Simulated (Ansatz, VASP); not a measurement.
# One calculation of Sn2Ge3, two programs

```xyz
5
Lattice="4.0341 0.0000 0.0000 -2.0171 3.4937 0.0000 0.0000 0.0000 8.6632" Properties=species:S:1:pos:R:3 pbc="T T T"
Sn    2.0171    1.1646    7.0255
Sn    0.0000    2.3291    1.6378
Ge    2.0171    1.1646    3.7161
Ge    0.0000    2.3291    4.9471
Ge    0.0000    0.0000    0.0000
```

Change from the starting cell: species swapped into the Dy2O3 type (P-3m1, No. 164).

Alike in both runs: functional PBE; k mesh 12 × 12 × 4; occupations gaussian, width 0.1 eV; no spin polarisation.

Ansatz relaxed the structure, and its values are those at the end. VASP's run is a single point on that final structure, the one shown.

|  | VASP | Ansatz |
| --- | --- | --- |
| version | VASP 6.6.1 | Ansatz 0.2.0 |
| potentials or method | VASP PAW PBE potentials, release 64 (Sn_d, Ge_d), cutoff 520 eV | scalar-relativistic, plane waves, PAW |
| valence electrons in the cell | 70 | 70 |

```csv
,VASP,Ansatz,Ansatz less VASP
gap on the k mesh at the Fermi level (eV),none,none,-
pressure (GPa),0.0,0.0,+0.01
```

A gap of «none» marks a metal or a gap that the smearing closes. The functional is the same, so the differences come from potentials, cutoffs and numerics.
